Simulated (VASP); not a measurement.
# SrTiO3 (Pm-3m) in VASP: further runs, part 2 of 2

VASP 6.6.1.

## 4. Single point, LDA

INCAR

```
ALGO = Normal
EDIFF = 1E-6
ENCUT = 600
GGA = CA
GGA_COMPAT = F
ISIF = 2
ISMEAR = 0
LASPH = T
LCHARG = F
LREAL = F
LWAVE = F
NBANDS = 28
NELM = 120
PREC = Accurate
SIGMA = 0.02
```

KPOINTS

```
k-points
0
Gamma
  8 8 8
```

POSCAR

```
SrTiO3
1.0
    3.8540230005      0.0000000000      0.0000000000
    0.0000000000      3.8540230005      0.0000000000
    0.0000000000      0.0000000000      3.8540230005
Sr Ti O
1 1 3
Direct
    0.0000000000      0.0000000000      0.0000000000
    0.5000000000      0.5000000000      0.5000000000
    0.5000000000      0.0000000000      0.5000000000
    0.5000000000      0.5000000000      0.0000000000
    0.0000000000      0.5000000000      0.5000000000
```

Potentials or basis: VASP PAW LDA potentials, release 64 (Sr_sv, Ti_sv, O).

Started as:

```console
$ cat potpaw_LDA.64/Sr_sv/POTCAR potpaw_LDA.64/Ti_sv/POTCAR potpaw_LDA.64/O/POTCAR > POTCAR
$ mpirun -np 1 vasp_std > vasp.out
```

OUTCAR:

```text
EDIFF = 1E-6
   ENCUT = 600
   GGA = CA
   ISIF = 2
   ISMEAR = 0
   LASPH = T
   LREAL = F
   NELM = 120
   PREC = Accurate

 ion  position               nearest neighbor table
   1  0.000  0.000  0.000-   3 2.73   4 2.73   5 2.73   3 2.73   5 2.73   4 2.73   5 2.73   5 2.73
                             3 2.73   4 2.73   3 2.73   4 2.73   2 3.34   2 3.34   2 3.34   2 3.34
   2  0.500  0.500  0.500-   3 1.93   4 1.93   5 1.93   4 1.93   3 1.93   5 1.93   1 3.34   1 3.34
                             1 3.34   1 3.34   1 3.34   1 3.34   1 3.34   1 3.34
   3  0.500  0.000  0.500-   2 1.93   2 1.93   1 2.73   1 2.73   1 2.73   1 2.73
   4  0.500  0.500  0.000-   2 1.93   2 1.93   1 2.73   1 2.73   1 2.73   1 2.73
   5  0.000  0.500  0.500-   2 1.93   2 1.93   1 2.73   1 2.73   1 2.73   1 2.73

  LATTYP: Found a simple cubic cell.
 ALAT       =     3.8540230005

  Lattice vectors:

 A1 = (   3.8540230005,   0.0000000000,   0.0000000000)
 A2 = (   0.0000000000,   3.8540230005,   0.0000000000)
 A3 = (   0.0000000000,   0.0000000000,   3.8540230005)

Analysis of symmetry for initial positions (statically):
=====================================================================
 Subroutine PRICEL returns:
 Original cell was already a primitive cell.

 Routine SETGRP: Setting up the symmetry group for a
 simple cubic supercell.

 Subroutine GETGRP returns: Found 48 space group operations
 (whereof 48 operations were pure point group operations)
 out of a pool of 48 trial point group operations.

The static configuration has the point symmetry O_h .

Analysis of symmetry for dynamics (positions and initial velocities):
=====================================================================
 Subroutine PRICEL returns:
 Original cell was already a primitive cell.

 Routine SETGRP: Setting up the symmetry group for a
 simple cubic supercell.

[... 128 lines left out ...]
   IMIX   =      4    mixing-type and parameters
     AMIX     =   0.40;   BMIX     =  1.00
     AMIX_MAG =   1.60;   BMIX_MAG =  1.00
  volume/ion in A,a.u.               =      11.45        77.26
  Fermi-wavevector in a.u.,A,eV,Ry     =   1.452715  2.745234 28.713489  2.110382
  Thomas-Fermi vector in A             =   2.570065
   LORBIT       =      0    0 simple, 1 ext, 2 COOP (PROOUT), +10 PAW based schemes
   GGA     = CA    functional components
   LHFCALC =     F    Hartree Fock is set to
   AEXX    =    0.0000 exact exchange contribution
   IVDW    =     0    specifies the selected vdW correction
   LEPSILON=     F    determine dielectric tensor
   LRPA    =     F    only Hartree local field effects (RPA)
 non-spin polarized calculation
 Gauss-broadening in eV      SIGMA  =   0.02
  energy-cutoff  :      600.00
  volume of cell :       57.25
 maximum number of plane-waves:      1936
 NGX is ok and might be reduce to    32
   NGX = 15   NGY = 15   NGZ = 15

 number of electron      39.9999999 magnetization

 Free energy of the ion-electron system (eV)
  ---------------------------------------------------
  ext. energy  EPLUGINS =         0.00000000
  ---------------------------------------------------
  free energy    TOTEN  =       -44.18328122 eV

  energy without entropy =      -44.18328122  energy(sigma->0) =      -44.18328122

 E-fermi :   4.3668     XC(G=0): -12.0016

 val. band max:        4.2097234961   @ k =   0.5000   0.5000   0.5000
 cond. band min:       6.0269550110   @ k =   0.0000   0.0000   0.0000
 fundamental gap:      1.8172315148
 Fermi energy:         4.3667923804

 k-point     1 :       0.0000    0.0000    0.0000
  band No.  band energies     occupation
      1     -51.3566      2.00000
      2     -28.1693      2.00000
      3     -28.0376      2.00000
      4     -28.0376      2.00000
      5     -28.0376      2.00000
      6     -13.0654      2.00000
[... 733 lines left out ...]
     27      12.7643      0.00000
     28      13.1018      0.00000

 [... further k-points ...]

------------------------ aborting loop because EDIFF is reached ----------------------------------------

  FORCE on cell =-STRESS in cart. coord.  units (eV):
  Direction    XX          YY          ZZ          XY          YZ          ZX
  --------------------------------------------------------------------------------------
  -------------------------------------------------------------------------------------
  Total        0.3263650      0.3263650      0.3263650      0.0000000      0.0000000     -0.0000000
  in kB        9.1342151      9.1342151      9.1342151      0.0000000      0.0000000     -0.0000000
  external PRESSURE =       9.1342151 kB  Pullay stress =       0.0000000 kB

 VOLUME and BASIS-vectors are now :
 -----------------------------------------------------------------------------
  energy-cutoff  :      600.00
  volume of cell :       57.25
      direct lattice vectors                 reciprocal lattice vectors
     3.854023000  0.000000000  0.000000000     0.259469131  0.000000000  0.000000000
     0.000000000  3.854023000  0.000000000     0.000000000  0.259469131  0.000000000
     0.000000000  0.000000000  3.854023000     0.000000000  0.000000000  0.259469131

 POSITION                                       TOTAL-FORCE (eV/Angst)
 -----------------------------------------------------------------------------------
      0.00000      0.00000      0.00000         0.000000      0.000000      0.000000
      1.92701      1.92701      1.92701         0.000000      0.000000      0.000000
      1.92701      0.00000      1.92701         0.000000      0.000000      0.000000
      1.92701      1.92701      0.00000         0.000000      0.000000      0.000000
      0.00000      1.92701      1.92701         0.000000      0.000000      0.000000
 -----------------------------------------------------------------------------------
    total drift:                                0.000000     -0.000000     -0.000000

  FREE ENERGIE OF THE ION-ELECTRON SYSTEM (eV)
  ---------------------------------------------------
  free  energy   TOTEN  =       -44.1832812192 eV

  energy  without entropy=      -44.1832812192  energy(sigma->0) =      -44.18328122
```

Wall time 52 s (1 thread of AMD EPYC 7R13 (Zen 3), shared host); peak memory 0.16 GiB.

What came out:

| Quantity | Value |
| --- | --- |
| Free energy | -44.1833 eV |
| Pressure | 0.9 GPa |
| Band gap on the k mesh | 1.82 eV (least direct gap 2.15 eV) |

A k mesh can miss the band edges.

## 5. Relaxation of cell and atoms, LDA

INCAR

```
PREC = Accurate
ENCUT = 600
EDIFF = 1E-7
ISMEAR = 0
SIGMA = 0.02
LREAL = False
LASPH = True
NELM = 120
ALGO = Normal
ISIF = 3
LWAVE = False
LCHARG = False
IBRION = 2
NSW = 100
EDIFFG = -0.005
GGA_COMPAT = False
NELMIN = 4
```

KPOINTS

```
regular mesh
0
Gamma
  8 8 8
```

POSCAR is that of step 4.

Started as:

```console
$ cat potpaw_LDA.64/Sr_sv/POTCAR potpaw_LDA.64/Ti_sv/POTCAR potpaw_LDA.64/O/POTCAR > POTCAR
$ mpirun -np 1 vasp_std > vasp.out
```

It took 1.9 min on 1 thread of AMD EPYC 7R13 (Zen 3), shared host; peak memory 0.17 GiB.

Results (log left out):

```yaml
Free_energy: -44.1840 eV
Relaxed_volume: 11.50 Å³/atom
Relaxed_cell: a = 3.860 Å, b = 3.860 Å, c = 3.860 Å, α = 90.00°, β = 90.00°, γ = 90.00°
Space_group_after_relaxing_to_0.1_Å: Pm-3m (No. 221)
Energy_gained_by_relaxing: 0.2 meV/atom
Ionic_steps: 3
Pressure_after_relaxing: 0.0 GPa
Band_gap_on_the_k_mesh: 1.81 eV (least direct gap 2.15 eV)
```

Step by step:
```
step  energy change (eV)  largest force (eV/Å)  pressure (GPa)  volume (Å³)
   1              0.0000                0.0000            0.91        57.25
   2              0.0001                0.0000           -0.97        57.79
   3             -0.0008                0.0000           -0.01        57.51
```

Final structure:
```
Sr Ti O
1.0
     3.85991    0.00000    0.00000
     0.00000    3.85991    0.00000
     0.00000    0.00000    3.85991
Sr Ti O
1 1 3
Direct
  0.00000 0.00000 0.00000
  0.50000 0.50000 0.50000
  0.50000 0.00000 0.50000
  0.50000 0.50000 0.00000
  0.00000 0.50000 0.50000
```

Levels at points of the mesh, in eV from the valence-band top:
| k point | band 18 | band 19 | band 20 | band 21 | band 22 | band 23 |
| --- | --- | --- | --- | --- | --- | --- |
| (0.00, 0.00, 0.00) | -0.34 | -0.34 | -0.34 | 1.81 | 1.81 | 1.81 |
| (0.50, 0.00, 0.00) | -2.16 | -0.73 | -0.73 | 2.01 | 3.92 | 3.92 |
| (0.50, 0.50, 0.00) | -1.62 | -1.62 | -0.10 | 3.93 | 3.93 | 4.39 |
| (0.50, 0.50, 0.50) | 0.00 | 0.00 | 0.00 | 4.65 | 4.65 | 4.65 |

A k mesh can miss the band edges.

## 6. Summary

| task | cell | k mesh | smearing | gap on the mesh (eV) | pressure (GPa) |
| --- | --- | --- | --- | --- | --- |
| single point | a = 3.854 Å, 5 atoms | 6 × 6 × 6 | gaussian 0.1 eV | 1.82 | 0.9 |
| single point | a = 3.854 Å, 5 atoms | 8 × 8 × 8 | gaussian 0.02 eV | 1.82 | 0.9 |
| relaxation of cell and atoms | relaxed from a = 3.854 Å, 5 atoms | 8 × 8 × 8 | gaussian 0.02 eV | 1.81 | 0.0 |

Alike in all rows: level LDA; potentials or basis VASP PAW LDA potentials, release 64 (Sr_sv, Ti_sv, O); no spin polarisation; cutoff (eV) 600.

Total energies depend on the potentials used, so only differences within one code and one set of settings carry meaning.
